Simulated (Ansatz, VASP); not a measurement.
## BP: VASP beside Ansatz

File POSCAR:

```
BP
1.0
    0.0000000000      2.2690000000      2.2690000000
    2.2690000000      0.0000000000      2.2690000000
    2.2690000000      2.2690000000      0.0000000000
P B
1 1
Direct
    0.7500000000      0.7500000000      0.7500000000
    0.0000000000      0.0000000000      0.0000000000
```

File INCAR.step1:

```
SYSTEM = BP
PREC = Accurate
ENCUT = 520
EDIFF = 1E-5
ISMEAR = -1
SIGMA = 0.05
LREAL = .False.
LASPH = .True.
NELM = 100
ALGO = Normal
ISIF = 2
LWAVE = .True.
LCHARG = .False.
NBANDS = 11
GGA = PE
```

File INCAR.step2:

```
SYSTEM = BP
PREC = Accurate
ENCUT = 520
EDIFF = 1E-6
ISMEAR = -1
SIGMA = 0.05
LREAL = .False.
LASPH = .True.
NELM = 100
ALGO = Normal
ISIF = 2
LWAVE = .False.
LCHARG = .False.
GGA = PS
LHFCALC = .True.
AEXX = 0.25
PRECFOCK = Normal
NBANDS = 11
ISTART = 1
```

File KPOINTS:

```
Automatic mesh
0
Gamma
  5 5 5
  0 0 0
```

Contents of input.yaml:

```yaml
crystal:
  lattice:
    - [0.0, 2.269, 2.269]
    - [2.269, 0.0, 2.269]
    - [2.269, 2.269, 0.0]
  atoms:
    - { symbol: P, position: [0.75, 0.75, 0.75] }
    - { symbol: B, position: [0.0, 0.0, 0.0] }
hamiltonian:
  xc: { exchange: pbesol, correlation: pbesol, exx: { coeff: 0.25 } }
  pseudopotentials: { kind: paw }
kpoints:
  mp_grid: { grid: [5, 5, 5] }
  band_path:
    path:
      - [[0.0, 0.0, 0.0], [0.5, 0.0, 0.5], [0.5, 0.25, 0.75], [0.375, 0.375, 0.75], [0.0, 0.0, 0.0], [0.5, 0.5, 0.5], [0.625, 0.25, 0.625], [0.5, 0.25, 0.75], [0.5, 0.5, 0.5], [0.375, 0.375, 0.75]]
      - [[0.625, 0.25, 0.625], [0.5, 0.0, 0.5]]
    npoints: 4
scf:
  occupations: { method: fermi_dirac, width: 0.05 }
  n_extra_bands: 6
output:
  forces: true
  stress: true
  eigenvalues: true
  fatbands: false
  write_density: true
  write_potential: true
  elf: true
  volumetric_format: npy
```

Alike in both runs: functional PBEsol-based global hybrid; k mesh 5 × 5 × 5; occupations fermi-dirac, width 0.05 eV; no spin polarisation.

|  | VASP | Ansatz |
| --- | --- | --- |
| version | VASP 6.6.1 | Ansatz 0.2.0 |
| potentials or method | VASP PAW PBE potentials, release 64 (P, B) | Ansatz PAW |
| plane-wave cutoff (eV) | 520 | 420 |
| valence electrons in the cell | 8 | 8 |
| task | single point | band structure |

|  | VASP | Ansatz | Ansatz less VASP |
| --- | --- | --- | --- |
| gap on the k mesh at the Fermi level (eV) | 2.65 | 2.61 | -0.036 |
| least direct gap on the mesh (eV) | 5.05 | 5.02 | -0.038 |
| pressure (GPa) | -3.8 | -3.4 | +0.39 |

VASP's potentials were made for PBE, not for PBEsol-based global hybrid. With one functional, cell and mesh, what is left measures potentials, basis and numerics.

The k mesh is coarse, so the values compare programs but aren't converged.
